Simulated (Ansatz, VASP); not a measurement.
## SiB4Mo: VASP beside Ansatz

```xyz
6
Lattice="2.7576 -3.5702 0.0000 2.7576 3.5702 0.0000 0.0000 0.0000 3.1486" Properties=species:S:1:pos:R:3 pbc="T T T"
Si    0.0000    0.0000    1.5743
B     3.5470   -2.3167    0.0000
B     1.9683    2.3167    0.0000
B     3.5470    2.3167    0.0000
B     1.9683   -2.3167    0.0000
Mo    2.7576    0.0000    0.0000
```

Alike in both runs: functional PBE; k mesh 10 × 10 × 12; occupations gaussian, width 0.1 eV; no spin polarisation.

Ansatz relaxed the structure, and its values are those at the end. VASP's run is a single point on that final structure, the one shown.

|  | VASP | Ansatz |
| --- | --- | --- |
| version | VASP 6.6.1 | Ansatz 0.2.0 |
| potentials or method | VASP PAW PBE potentials, release 64 (Si, B, Mo_sv), cutoff 520 eV | scalar-relativistic, plane waves, PAW |
| valence electrons in the cell | 30 | 30 |

```csv
,VASP,Ansatz,Ansatz less VASP
gap on the k mesh at the Fermi level (eV),none,none,-
pressure (GPa),0.1,0.0,-0.09
rms of the force components (eV/Å),0.003,0.001,-0.0027
```

A gap of «none» marks a metal or a gap that the smearing closes. With one functional, cell and mesh, what is left measures potentials, basis and numerics.
